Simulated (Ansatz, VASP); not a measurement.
**Ta2N in VASP and in Ansatz**

```
CELL_PARAMETERS angstrom
3.11530 0.00000 0.00000
-1.55765 2.69793 0.00000
0.00000 0.00000 4.87075
ATOMIC_POSITIONS crystal
Ta 0.66667 0.33333 0.74669
Ta 0.33333 0.66667 0.25331
N 0.00000 0.00000 0.00000
```

Alike in both runs: task single point; functional LDA; k mesh 18 × 18 × 10; occupations gaussian, width 0.15 eV; no spin polarisation.

```csv
,VASP,Ansatz
version,VASP 6.6.1,Ansatz 0.2.0
potentials or method,"VASP PAW LDA potentials, release 64 (Ta_pv, N), cutoff 520 eV","scalar-relativistic, plane waves, PAW"
valence electrons in the cell,27,31
```

Ansatz gave:

| Quantity | Value |
| --- | --- |
| gap on the k mesh at the Fermi level (eV) | none |
| pressure (GPa) | -14.7 |
| traceless stress, the component that is largest in VASP (GPa) | -0.10 |
| rms of the force components (eV/Å) | 0.152 |

Which values does VASP return?

gap on the k mesh at the Fermi level (eV): none; pressure (GPa): -13.4; traceless stress, the component that is largest in VASP (GPa): -0.20; rms of the force components (eV/Å): 0.133.

Ansatz warns that its potentials were made for another functional, while VASP's fit it. LDA's correlation is that of Perdew and Zunger in VASP and of Perdew and Wang (1992) in Ansatz. Atom by atom the forces differ by 0.019 eV/Å (rms over components). A gap of «none» marks a metal or a gap that the smearing closes. VASP's potentials hold 27 valence electrons a cell and Ansatz's 31, so a difference there can come from the potentials and not from the codes.

Neither program's run includes spin-orbit coupling.
